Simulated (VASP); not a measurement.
Here is a VASP 6.6.1 calculation.

INCAR

```
SYSTEM = TiC
ALGO = Normal
EDIFF = 1E-6
ENCUT = 520
GGA = PE
ISIF = 2
ISMEAR = 0
LASPH = .True.
LCHARG = .False.
LREAL = .False.
LWAVE = .False.
NBANDS = 24
NELM = 80
PREC = Accurate
SIGMA = 0.15
```

KPOINTS

```
k-points
0
Gamma
  20 20 14
  0 0 0
```

File POSCAR:

```
TiC
1.0
    0.0000000000     -2.1664615256     -2.1664615256
    0.0000000000      2.1664615256     -2.1664615256
    4.3329230512      0.0000000000      0.0000000000
Ti C
2 2
Direct
    0.5000000000      0.5000000000      0.5000000000
    1.0000000000      1.0000000000      0.0000000000
    0.5000000000      0.5000000000      0.0000000000
    0.0000000000      0.0000000000      0.5000000000
```

Potentials or basis: VASP PAW PBE potentials, release 64 (Ti_sv, C).

Command:

```sh
$ cat potpaw_PBE.64/Ti_sv/POTCAR potpaw_PBE.64/C/POTCAR > POTCAR
$ mpirun -np 1 vasp_std > vasp.out
```

(1) Estimate the pressure.

(2) Estimate the band gap on the k mesh.

## Answers

(1) 0.2 GPa.

(2) zero (band 16 reaches 10.09 eV, above the bottom of band 17 at 9.00 eV).
